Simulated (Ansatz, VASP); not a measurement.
**Two plane-wave programs on HfC**

```
Hf C
1.0
     0.00000    2.32575    2.32575
     2.32575    0.00000    2.32575
     2.32575    2.32575    0.00000
Hf C
1 1
Cartesian
  2.3257 2.3257 2.3257
  0.0000 0.0000 0.0000
```

Alike in both runs: task relaxation of cell and atoms; functional LDA; k mesh 16 × 16 × 16; occupations gaussian, width 0.1 eV; no spin polarisation.

|  | VASP | Ansatz |
| --- | --- | --- |
| version | VASP 6.6.1 | Ansatz 0.2.0 |
| potentials or method | VASP PAW LDA potentials, release 64 (Hf_pv, C), cutoff 600 eV | scalar-relativistic, plane waves, PAW |
| valence electrons in the cell | 14 | 30 |

Ansatz gave:

```
gap on the k mesh at the Fermi level, each at its own relaxed structure (eV) : none
relaxed volume (Å³/atom)                                                     : 11.95
relaxed cell length with the largest relative difference (Å)                 : 3.233
```

Q: Estimate VASP's values.

A: gap on the k mesh at the Fermi level, each at its own relaxed structure (eV): none; relaxed volume (Å³/atom): 11.97; relaxed cell length with the largest relative difference (Å): 3.235.

LDA's correlation is that of Perdew and Zunger in VASP and of Perdew and Wang (1992) in Ansatz. A gap of «none» marks a metal or a gap that the smearing closes. VASP's potentials hold 14 valence electrons a cell and Ansatz's 30, so a difference there can come from the potentials and not from the codes.

Spin-orbit coupling is off throughout.
